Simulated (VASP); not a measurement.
Here is a VASP 6.6.1 calculation.

The input INCAR:

```
SYSTEM = SrO
  ALGO = Normal
  EDIFF = 1E-6
  ENCUT = 600
  GGA_COMPAT = .False.
  ISIF = 2
  ISMEAR = 0
  LASPH = .True.
  LCHARG = .False.
  LREAL = .False.
  LWAVE = .False.
  NBANDS = 15
  NELM = 120
  PREC = Accurate
  SIGMA = 0.02
```

File KPOINTS:

```
k-points
0
Gamma
  6 6 6
  0 0 0
```

POSCAR

```
SrO
1.0
    0.0000000000      2.5321832616      2.5321832616
    2.5321832616      0.0000000000      2.5321832616
    2.5321832616      2.5321832616      0.0000000000
Sr O
1 1
Direct
    0.0000000000      0.0000000000      0.0000000000
    0.5000000000      0.5000000000      0.5000000000
```

Potentials or basis: VASP PAW LDA potentials, release 64 (Sr_sv, O).

The run is started by

```bash
$ cat potpaw_LDA.64/Sr_sv/POTCAR potpaw_LDA.64/O/POTCAR > POTCAR
$ mpirun -np 1 vasp_std > vasp.out
```

Question: Predict the pressure.

Answer: 0.7 GPa.

Question: Estimate the band gap on the k mesh.

Answer: 3.06 eV, indirect (least direct gap 3.11 eV).

A k mesh can miss the band edges. Expect the measured gap to be larger: semilocal functionals such as LDA lack the derivative discontinuity.
